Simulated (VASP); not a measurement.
MnPt2: single point with PBEsol

MnPt2:

```
Pt Mn
1.0
     2.62973    0.00000    0.00000
    -1.31486    2.27741    0.00000
     0.00000    0.00000    6.34783
Pt Mn
2 1
Direct
  0.66667 0.33333 0.31711
  0.33333 0.66667 0.68289
  0.00000 0.00000 0.00000
```

```yaml
Program: VASP 6.6.1
Task: single point
Functional: PBEsol
Potentials_or_basis: VASP PAW PBE potentials, release 64 (Pt, Mn_pv)
Cutoff: 520 eV
k_mesh: 11 × 11 × 4
Occupations: fermi-dirac, width 0.05 eV
Spin: collinear spin, ferromagnetic start
Starting_moments: "[0.0, 0.0, 4.0] μB"
Dipole_correction: no
Further_INCAR_settings: ALGO = Fast; EDIFF = 1e-06; NBANDS = 28
```

The pressure is 30.1 GPa and the largest force is 0.019 eV/Å. The net moment is 2.00 μB per cell and the site moments are Pt +0.12; Mn +1.71 μB. The valence electrons inside the program's atomic spheres are Pt 9.70; Mn 11.88.

Forces in eV/Å, atoms in the order of the input:
```
Pt   0.000  0.000  0.019
Pt   0.000  0.000 -0.019
Mn   0.000  0.000  0.000
```

Stress tensor (GPa, compression positive):
```
30.06  0.00  0.00
 0.00 30.06  0.00
 0.00  0.00 30.28
```

Levels at points of the mesh, in eV from the Fermi level:
Spin up:
| k point | band 16 | band 17 | band 18 | band 19 | band 20 | band 21 |
| --- | --- | --- | --- | --- | --- | --- |
| (0.00, 0.00, 0.00) | -1.34 | -1.34 | -1.19 | -1.19 | -0.28 | -0.28 |
| (0.00, 0.00, 0.50) | -2.19 | -1.23 | -1.23 | -0.68 | 0.25 | 0.25 |
Spin down:
| k point | band 14 | band 15 | band 16 | band 17 | band 18 | band 19 |
| --- | --- | --- | --- | --- | --- | --- |
| (0.00, 0.00, 0.00) | -2.55 | -1.27 | -1.27 | -1.13 | 0.20 | 0.20 |
| (0.00, 0.00, 0.50) | -2.03 | -2.03 | -1.54 | -0.53 | 0.28 | 0.28 |

Wall time 63 s on 1 thread of AMD EPYC 9R45 96-Core Processor (Zen 5), on a shared host, peak memory 0.2 GiB.

Caveat: the PAW data sets were made with another functional, which shifts forces and pressure a little; spin-orbit coupling is left out, which moves the levels of the heavy elements.
